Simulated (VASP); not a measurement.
# K (P6_3/mmc) in VASP: further runs

K is run at these levels: PBEsol; tasks: single point.

Program: VASP 6.6.1. These are calculated values, not measurements. Logs are shortened: lines on timing, memory, paths and dates and some standing lists are left out, and cuts for length are marked.

## 1. The cell of the first run

It takes space group P6_3/mmc (No. 194, hexagonal). Conventional cell: a = 4.527 Å, b = 4.527 Å, c = 14.786 Å, α = 90.00°, β = 90.00°, γ = 120.00°.

## 2. Single point, PBEsol (volume scaled by 0.92)

Input file INCAR:

```
PREC = Accurate
ENCUT = 520
EDIFF = 1E-7
ISMEAR = -1
SIGMA = 0.1
LREAL = False
LASPH = True
NELM = 60
ALGO = Normal
ISIF = 2
LWAVE = False
LCHARG = False
GGA = PS
NBANDS = 26
```

Input file KPOINTS:

```
regular mesh
0
Gamma
  9 9 3
```

Input file POSCAR:

```
K
1.0
    4.5273419546      0.0000000000      0.0000000000
   -2.2636709773      3.9207931443      0.0000000000
    0.0000000000      0.0000000000     14.7862988236
K
4
Direct
    0.0000000000      0.0000000000      0.0000000000
    0.0000000000      0.0000000000      0.5000000000
    0.3333333333      0.6666666667      0.2500000000
    0.6666666667      0.3333333333      0.7500000000
```

Potentials or basis: VASP PAW PBE potentials, release 64 (K_sv).

Run with:

```sh
$ cat potpaw_PBE.64/K_sv/POTCAR > POTCAR
$ mpirun -np 1 vasp_std > vasp.out
```

OUTCAR:

```text
PREC = Accurate
   ENCUT = 520
   EDIFF = 1E-7
   ISMEAR = -1
   LREAL = False
   LASPH = True
   NELM = 60
   ISIF = 2
   GGA = PS

 ion  position               nearest neighbor table
   1  0.000  0.000  0.000-
   2  0.000  0.000  0.500-
   3  0.333  0.667  0.250-
   4  0.667  0.333  0.750-

  LATTYP: Found a hexagonal cell.
 ALAT       =     4.5273419546
 C/A-ratio  =     3.2660000000

  Lattice vectors:

 A1 = (   4.5273419546,   0.0000000000,   0.0000000000)
 A2 = (  -2.2636709773,   3.9207931443,   0.0000000000)
 A3 = (   0.0000000000,   0.0000000000,  14.7862988236)

Analysis of symmetry for initial positions (statically):
=====================================================================
 Subroutine PRICEL returns:
 Original cell was already a primitive cell.

 Routine SETGRP: Setting up the symmetry group for a
 hexagonal supercell.

 Subroutine GETGRP returns: Found 24 space group operations
 (whereof 12 operations were pure point group operations)
 out of a pool of 24 trial point group operations.

The static configuration has the point symmetry D_3d.
 The point group associated with its full space group is D_6h.

Analysis of symmetry for dynamics (positions and initial velocities):
=====================================================================
 Subroutine PRICEL returns:
 Original cell was already a primitive cell.

 Routine SETGRP: Setting up the symmetry group for a
 hexagonal supercell.

 Subroutine GETGRP returns: Found 24 space group operations
 (whereof 12 operations were pure point group operations)
 out of a pool of 24 trial point group operations.

The dynamic configuration has the point symmetry D_3d.
 The point group associated with its full space group is D_6h.

 Subroutine INISYM returns: Found 24 space group operations
 (whereof 12 operations are pure point group operations),
 and found     1 'primitive' translations

----------------------------------------------------------------------------------------

                                     Primitive cell

  volume of cell :     262.4682

[... 84 lines left out ...]
   ICHARG =      2    charge: 1-file 2-atom 10-const
   ISPIN  =      1    spin polarized calculation?
   LNONCOLLINEAR =      F non collinear calculations
   LSORBIT =      F    spin-orbit coupling
   LASPH  =      T    aspherical Exc in radial PAW
   ENCUT  =  520.0 eV  38.22 Ry    6.18 a.u.   8.42  8.42 27.49*2*pi/ulx,y,z
   NELM   =     60;   NELMIN=  2; NELMDL= -5     # of ELM steps
   EDIFF  = 0.1E-06   stopping-criterion for ELM
   LREAL  =      F    real-space projection
   EDIFFG = 0.1E-05   stopping-criterion for IOM
   NSW    =      0    number of steps for IOM
   IBRION =     -1    ionic relax: 0-MD 1-quasi-New 2-CG
   NFREE  =      0    steps in history (QN), initial steepest desc. (CG)
   ISIF   =      2    stress and relaxation
   ISYM   =      2    0-nonsym 1-usesym 2-fastsym
   POTIM  = 0.5000    time-step for ionic-motion
   TEBEG  =    0.0;   TEEND  =   0.0 temperature during run
   PSTRESS=    0.0 pullay stress
   NELECT =      36.0000    total number of electrons
   NUPDOWN=      -1.0000    fix difference up-down
   EMIN   =  10.00;   EMAX   =-10.00  energy-range for DOS
   EFERMI =   0.00;   METHOD = LEGACY
   ISMEAR =    -1;   SIGMA  =   0.10  broadening in eV -4-tet -1-fermi 0-gaus
   EFERMI_NEDOS =   21; number of points for ismear=-14 and -15
   IALGO  =     38    algorithm
   IMIX   =      4    mixing-type and parameters
     AMIX     =   0.40;   BMIX     =  1.00
     AMIX_MAG =   1.60;   BMIX_MAG =  1.00
  volume/ion in A,a.u.               =      65.62       442.81
  Fermi-wavevector in a.u.,A,eV,Ry     =   0.844274  1.595447  9.698214  0.712799
  Thomas-Fermi vector in A             =   1.959276
   LORBIT       =      0    0 simple, 1 ext, 2 COOP (PROOUT), +10 PAW based schemes
   GGA     = PS    functional components
   LHFCALC =     F    Hartree Fock is set to
   AEXX    =    0.0000 exact exchange contribution
   IVDW    =     0    specifies the selected vdW correction
   LEPSILON=     F    determine dielectric tensor
   LRPA    =     F    only Hartree local field effects (RPA)
 non-spin polarized calculation
  energy-cutoff  :      520.00
  volume of cell :      262.47
 maximum number of plane-waves:      7153
 NGX is ok and might be reduce to    36
   NGX = 17   NGY = 17   NGZ = 55

 number of electron      36.0000003 magnetization

 Free energy of the ion-electron system (eV)
  ---------------------------------------------------
  ext. energy  EPLUGINS =         0.00000000
  ---------------------------------------------------
  free energy    TOTEN  =        -4.56028893 eV

  energy without entropy =       -4.46039285  energy(sigma->0) =       -4.51034089

 E-fermi :   0.1005     XC(G=0):  -5.9884

 val. band max:        0.0857754787   @ k =   0.4444   0.0000   0.3333
 cond. band min:       0.1115546634   @ k =   0.3333   0.1111   0.0000
 fundamental gap:      0.0257791846
 Fermi energy:         0.1005314418

 k-point     1 :       0.0000    0.0000    0.0000
  band No.  band energies     occupation
      1     -31.8308      2.00000
      2     -31.8277      2.00000
      3     -31.8274      2.00000
      4     -31.8242      2.00000
      5     -15.4330      2.00000
      6     -15.3832      2.00000
[... 685 lines left out ...]
     25       2.1292      0.00000
     26       2.2360      0.00000

------------------------ aborting loop because EDIFF is reached ----------------------------------------

  FORCE on cell =-STRESS in cart. coord.  units (eV):
  Direction    XX          YY          ZZ          XY          YZ          ZX
  --------------------------------------------------------------------------------------
  -------------------------------------------------------------------------------------
  Total        0.5280412      0.5280412      0.6365960      0.0000000      0.0000000      0.0000000
  in kB        3.2233068      3.2233068      3.8859550      0.0000000      0.0000000      0.0000000
  external PRESSURE =       3.4441895 kB  Pullay stress =       0.0000000 kB

 VOLUME and BASIS-vectors are now :
 -----------------------------------------------------------------------------
  energy-cutoff  :      520.00
  volume of cell :      262.47
      direct lattice vectors                 reciprocal lattice vectors
     4.527341955  0.000000000  0.000000000     0.220880157  0.127525218  0.000000000
    -2.263670977  3.920793144  0.000000000     0.000000000  0.255050436  0.000000000
     0.000000000  0.000000000 14.786298824     0.000000000  0.000000000  0.067630177

 POSITION                                       TOTAL-FORCE (eV/Angst)
 -----------------------------------------------------------------------------------
      0.00000      0.00000      0.00000         0.000000      0.000000     -0.000000
      0.00000      0.00000      7.39315         0.000000      0.000000     -0.000000
     -0.00000      2.61386      3.69657         0.000000      0.000000      0.000000
      2.26367      1.30693     11.08972        -0.000000     -0.000000      0.000000
 -----------------------------------------------------------------------------------
    total drift:                               -0.000000      0.000000      0.000000

  FREE ENERGIE OF THE ION-ELECTRON SYSTEM (eV)
  ---------------------------------------------------
  free  energy   TOTEN  =        -4.5602889316 eV

  energy  without entropy=       -4.4603928473  energy(sigma->0) =       -4.51034089
```

OSZICAR:

```text
N       E                     dE             d eps       ncg     rms          rms(c)
DAV:   1     0.259294766459E+03    0.25929E+03   -0.15085E+04  1248   0.113E+03
DAV:   2     0.155334641298E+02   -0.24376E+03   -0.23952E+03  1482   0.325E+02
DAV:   3    -0.361112440635E+01   -0.19145E+02   -0.18925E+02  1924   0.685E+01
DAV:   4    -0.453065083836E+01   -0.91953E+00   -0.91695E+00  1734   0.137E+01
DAV:   5    -0.457202245357E+01   -0.41372E-01   -0.41364E-01  1836   0.257E+00    0.452E+00
DAV:   6    -0.456259115399E+01    0.94313E-02   -0.24467E-02  1714   0.881E-01    0.292E+00
DAV:   7    -0.456035610059E+01    0.22351E-02   -0.28531E-02  1666   0.865E-01    0.218E-01
DAV:   8    -0.456024603668E+01    0.11006E-03   -0.37814E-03  1670   0.390E-01    0.711E-02
DAV:   9    -0.456026482502E+01   -0.18788E-04   -0.10610E-04  1966   0.496E-02    0.459E-02
DAV:  10    -0.456028750717E+01   -0.22682E-04   -0.25028E-05  1606   0.309E-02    0.639E-03
DAV:  11    -0.456029033790E+01   -0.28307E-05   -0.28769E-06  2016   0.126E-02    0.533E-03
DAV:  12    -0.456028927235E+01    0.10655E-05   -0.16712E-07  1134   0.244E-03    0.168E-03
DAV:  13    -0.456028896230E+01    0.31005E-06   -0.37690E-08   876   0.131E-03    0.452E-04
DAV:  14    -0.456028893161E+01    0.30685E-07   -0.86509E-09   836   0.563E-04
   1 F= -.45602889E+01 E0= -.45103409E+01  d E =-.998961E-01
```

stdout:

```text
POSCAR found type information on POSCAR K
 POSCAR found :  1 types and       4 ions
 scaLAPACK will be used
 -----------------------------------------------------------------------------
|                                                                             |
|                                                                             |
|     You enforced a specific xc type in the INCAR file but a different       |
|     I HOPE YOU KNOW WHAT YOU ARE DOING!                                     |
|                                                                             |
 -----------------------------------------------------------------------------

 LDA part: xc-table for (Slater+PW92), standard interpolation
 POSCAR, INCAR and KPOINTS ok, starting setup
 FFT: planning ... GRIDC
 FFT: planning ... GRID_SOFT
 FFT: planning ... GRID
 WAVECAR not read
 entering main loop
```

Run time: 85 s. Hardware: 1 thread of Intel Xeon 6975P-C (Granite Rapids), shared host; peak memory 0.42 GiB.

What came out:

```
Free energy            : -4.5603 eV
Pressure               : 0.3 GPa
Band gap on the k mesh : zero (band 18 reaches 0.97 eV, above the bottom of band 19 at -1.45 eV)
```

Caveat: the cell differs from its parent crystal (volume scaled by 0.92); the PAW data sets were made with another functional, which shifts forces and pressure a little.

## 3. Single point, PBEsol (volume scaled by 0.96)

Input file INCAR:

```
PREC = Accurate
ENCUT = 520
EDIFF = 1E-6
ISMEAR = -1
SIGMA = 0.1
LREAL = F
LASPH = T
NELM = 60
ALGO = Normal
ISIF = 2
LWAVE = F
LCHARG = T
GGA = PS
LELF = T
LVHAR = T
NBANDS = 26
```

Input file KPOINTS:

```
Automatic mesh
0
Gamma
  9 9 3
```

Input file POSCAR:

```
K
1.0
    4.5920270075      0.0000000000      0.0000000000
   -2.2960135037      3.9768120434      0.0000000000
    0.0000000000      0.0000000000     14.9975602064
K
4
Direct
    0.0000000000      0.0000000000      0.0000000000
    0.0000000000      0.0000000000      0.5000000000
    0.3333333333      0.6666666667      0.2500000000
    0.6666666667      0.3333333333      0.7500000000
```

Potentials or basis: VASP PAW PBE potentials, release 64 (K_sv).

Run with:

```sh
$ cat potpaw_PBE.64/K_sv/POTCAR > POTCAR
$ mpirun -np 1 vasp_std > vasp.out
```

Wall time 80 s (1 thread of Intel Xeon 6975P-C (Granite Rapids), shared host); peak memory 0.42 GiB.

The run converged. Its results:

- Free energy: -4.5787 eV
- Pressure: 0.2 GPa
- Band gap on the k mesh: zero (band 18 reaches 0.86 eV, above the bottom of band 19 at -1.52 eV)

Levels at points of the mesh, in eV from the Fermi level:
```csv
k point,band 15,band 16,band 17,band 18,band 19,band 20,band 21,band 22
"(0.00, 0.00, 0.00)",-15.46,-15.46,-2.27,-1.52,-1.52,0.31,0.57,2.78
```

Caveat: the cell differs from its parent crystal (volume scaled by 0.96); the PAW data sets were made with another functional, which shifts forces and pressure a little.

## 4. Single point, PBEsol

This run uses another cell than the first one, of 71.32 Å³/atom, 1.087 times its volume.

Input file INCAR:

```
ALGO = Normal
EDIFF = 1E-6
ENCUT = 520
GGA = PS
ISIF = 2
ISMEAR = -1
LASPH = T
LCHARG = F
LREAL = F
LWAVE = F
NBANDS = 26
NELM = 100
PREC = Accurate
SIGMA = 0.1
```

Input file KPOINTS:

```
k-points
0
Gamma
  9 9 3
```

Input file POSCAR:

```
K
1.0
    4.6549393048      0.0000000000      0.0000000000
   -2.3274696524      4.0312956910      0.0000000000
    0.0000000000      0.0000000000     15.2030317694
K
4
Direct
    0.0000000000      0.0000000000      0.0000000000
    0.0000000000      0.0000000000      0.5000000000
    0.3333333333      0.6666666667      0.2500000000
    0.6666666667      0.3333333333      0.7500000000
```

Run with:

```sh
$ cat potpaw_PBE.64/K_sv/POTCAR > POTCAR
$ mpirun -np 1 vasp_std > vasp.out
```

It took 74 s on 1 thread of Intel Xeon 6975P-C (Granite Rapids), shared host; peak memory 0.44 GiB.

Results (log left out):

```yaml
Free_energy: -4.5845 eV
Pressure: 0.0 GPa
Band_gap_on_the_k_mesh: zero (band 18 reaches 0.76 eV, above the bottom of band 19 at -1.57 eV)
```

Levels at points of the mesh, in eV from the Fermi level:
```csv
k point,band 16,band 17,band 18,band 19,band 20,band 21
"(0.00, 0.00, 0.00)",-15.48,-2.21,-1.48,-1.48,0.31,0.55
```

Caveat: the PAW data sets were made with another functional, which shifts forces and pressure a little.

[end of part 1 of 2]
